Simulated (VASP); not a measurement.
Write the native input for VASP 6.6.1 that does the following.

| Item | Value |
| --- | --- |
| Task | single point |
| Functional | PBE |
| Potentials or basis | VASP PAW PBE potentials, release 64 (In_d) |
| Cutoff | 520 eV |
| k mesh | 8 × 6 × 8 |
| Occupations | gaussian, width 0.1 eV |
| Spin | no spin polarisation |
| Dipole correction | no |
| Further INCAR settings | ALGO = Fast; EDIFF = 1e-06; NBANDS = 48 |

The structure of In lies in POSCAR:

```
In
1.0
    6.0813202742      0.0000000000      0.0695394447
    0.0000000000      5.4980998572      0.0000000000
   -2.6590404550      0.0000000000      4.9392914351
In
6
Direct
    0.0000000000      0.0000000000      0.0000000000
    0.0000000000      0.5000000000      0.5000000000
    0.3333859454      0.5000381566      0.1666219982
    0.6666140546      1.0000381566      0.3333780018
    0.6666140546      0.4999618434      0.8333780018
    0.3333859454     -0.0000381566      0.6666219982
```

The input as run:

INCAR

```
PREC = Accurate
ENCUT = 520
EDIFF = 1E-6
ISMEAR = 0
SIGMA = 0.1
LREAL = F
LASPH = T
NELM = 100
ALGO = Fast
ISIF = 2
LWAVE = F
LCHARG = F
GGA = PE
NBANDS = 48
```

KPOINTS

```
Automatic mesh
0
Gamma
  8 6 8
```

Potentials or basis: VASP PAW PBE potentials, release 64 (In_d).

Launch:

```bash
$ cat potpaw_PBE.64/In_d/POTCAR > POTCAR
$ mpirun -np 1 vasp_std > vasp.out
```

Results of the run:

```json
{"Pressure": "-0.1 GPa", "Band gap on the k mesh": "zero (bands 39 and 40 overlap by 3.91 eV)"}
```

Caveat: spin-orbit coupling is left out, which moves the levels of the heavy elements.

It took 20 min on 1 thread of Intel Xeon 8259CL, with other jobs on the host, peak memory 0.8 GiB.
